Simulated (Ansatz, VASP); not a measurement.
# PtS2 in VASP and in Ansatz

```
Pt S
1.0
     3.69610    0.00000    0.00000
    -1.84805    3.20091    0.00000
     0.00000    0.00000    5.59663
Pt S
1 2
Direct
  0.00000 0.00000 0.00000
  0.33333 0.66667 0.18895
  0.66667 0.33333 0.81105
```

Alike in both runs: task relaxation of the atoms; functional PBE; k mesh 12 × 12 × 6; occupations gaussian, width 0.05 eV; no spin polarisation.

|  | VASP | Ansatz |
| --- | --- | --- |
| version | VASP 6.6.1 | Ansatz 0.2.0 |
| potentials or method | VASP PAW PBE potentials, release 64 (Pt, S), cutoff 520 eV | scalar-relativistic, plane waves, PAW |
| valence electrons in the cell | 22 | 30 |

|  | VASP | Ansatz | Ansatz less VASP |
| --- | --- | --- | --- |
| gap on the k mesh at the Fermi level, each at its own relaxed structure (eV) | 0.97 | 0.97 | -0.003 |

VASP's potentials hold 22 valence electrons a cell and Ansatz's 30, so a difference there can come from the potentials and not from the codes. Ansatz's warnings: stress scf threshold loose.

Spin-orbit coupling is off throughout.
